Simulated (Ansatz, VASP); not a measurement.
# Two plane-wave programs on MgS

```
CELL_PARAMETERS angstrom
0.00000 2.61610 2.61610
2.61610 0.00000 2.61610
2.61610 2.61610 0.00000
ATOMIC_POSITIONS crystal
Mg 0.50000 0.50000 0.50000
S 0.00000 0.00000 0.00000
```

Alike in both runs: task relaxation of cell and atoms; functional PBE; k mesh 8 × 8 × 8; occupations gaussian, width 0.02 eV; no spin polarisation.

|  | VASP | Ansatz |
| --- | --- | --- |
| version | VASP 6.6.1 | Ansatz 0.2.0 |
| potentials or method | VASP PAW PBE potentials, release 64 (Mg, S), cutoff 600 eV | scalar-relativistic, plane waves, PAW |
| valence electrons in the cell | 8 | 16 |

```tsv
	VASP	Ansatz	Ansatz less VASP
gap on the k mesh at the Fermi level, each at its own relaxed structure (eV)	2.75	2.76	+0.004
relaxed volume (Å³/atom)	17.80	17.88	+0.085
relaxed cell length with the largest relative difference (Å)	3.692	3.698	+0.0059
```

VASP's potentials hold 8 valence electrons a cell and Ansatz's 16, so a difference there can come from the potentials and not from the codes.
